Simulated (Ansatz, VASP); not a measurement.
# One calculation of BiTe, two programs

```
Bi Te
1.0
     0.00000    3.13795    3.13795
     3.13795    0.00000    3.13795
     3.13795    3.13795    0.00000
Bi Te
1 1
Direct
  0.00000 0.00000 0.00000
  0.50000 0.50000 0.50000
```

Change from the starting cell: strain -0.030 along x and y, -0.030 along z, atoms carried along.

Alike in both runs: task single point; functional r2SCAN; k mesh 14 × 14 × 14; occupations gaussian, width 0.15 eV; no spin polarisation.

|  | VASP | Ansatz |
| --- | --- | --- |
| version | VASP 6.6.1 | Ansatz 0.2.0 |
| potentials or method | VASP PAW PBE potentials, release 64 (Bi_d, Te), cutoff 520 eV | scalar-relativistic, plane waves, PAW |
| valence electrons in the cell | 21 | 31 |

```tsv
	VASP	Ansatz	Ansatz less VASP
gap on the k mesh at the Fermi level (eV)	none	none	-
pressure (GPa)	5.7	5.7	+0.01
```

VASP's potentials were made for PBE, not for r2SCAN. A gap of «none» marks a metal or a gap that the smearing closes. VASP's potentials hold 21 valence electrons a cell and Ansatz's 31, so a difference there can come from the potentials and not from the codes.

Neither program's run includes spin-orbit coupling.
